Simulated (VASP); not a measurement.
Write the native input for VASP 6.6.1 that does the following.

```
Task                   : single point
Functional             : PBE
Potentials or basis    : VASP PAW PBE potentials, release 64 (Zn, S, H)
Cutoff                 : 520 eV
k mesh                 : 1 × 1 × 6
Occupations            : gaussian, width 0.05 eV
Spin                   : no spin polarisation
Dipole correction      : no
Further INCAR settings : LREAL = Auto; ALGO = Normal; EDIFF = 1e-07; NBANDS = 46
```

The structure of Zn3H10S3 lies in POSCAR:

```
Zn3H10S3
1.0
   14.8000000000      0.0000000000      0.0000000000
    0.0000000000     15.1000000000      0.0000000000
    0.0000000000      0.0000000000      5.0987871081
Zn S H
3 3 10
Direct
    0.5709490719      0.5696753048      0.7189117473
    0.5483180422      0.3753044661      0.3088943229
    0.3726917325      0.5469831775      0.3088114983
    0.4639551881      0.4645259747      0.0019610493
    0.4721816035      0.6539886310      0.4514765765
    0.6572384620      0.4730979508      0.4514850305
    0.6117021838      0.6097334730      0.9780217125
    0.4036604078      0.4052756984      0.9060030957
    0.5194335028      0.2803559643      0.3744702589
    0.6914105274      0.2739264927     -0.0442367565
    0.5286016283      0.6484611074      0.2394421985
    0.3077488200      0.7059023773      0.8778094423
    0.2758743898      0.5184670294      0.3743146879
    0.2690077278      0.6874353969     -0.0438893853
    0.6514353791      0.5283771585      0.2394423493
    0.7104055476      0.3120189610      0.8782967335
```

One way to write it, as run:

INCAR

```
PREC     = Accurate       # precision mode
ENCUT    = 520            # plane-wave cutoff, eV
EDIFF    = 1E-7           # SCF threshold, eV
ISMEAR   = 0              # smearing method
SIGMA    = 0.05           # smearing width, eV
LREAL    = Auto         
LASPH    = T              # aspherical terms in the spheres
NELM     = 60             # most SCF steps
ALGO     = Normal         # electronic algorithm
ISIF     = 2              # what is computed and relaxed
LWAVE    = F              # write WAVECAR
LCHARG   = F              # write CHGCAR
GGA      = PE             # functional
NBANDS   = 46             # bands
```

KPOINTS

```
regular mesh
0
Gamma
  1 1 6
```

Potentials or basis: VASP PAW PBE potentials, release 64 (Zn, S, H).

Run with:

```console
$ cat potpaw_PBE.64/Zn/POTCAR potpaw_PBE.64/S/POTCAR potpaw_PBE.64/H/POTCAR > POTCAR
$ mpirun -np 1 vasp_std > vasp.out
```

Results of the run:

```yaml
Largest_force: 0.090 eV/Å
Band_gap_on_the_k_mesh: 4.22 eV (least direct gap 4.24 eV)
```

It took 8 min on 1 thread of Intel(R) Xeon(R) Platinum 8488C (Sapphire Rapids) (shared host), peak memory 0.98 GiB.
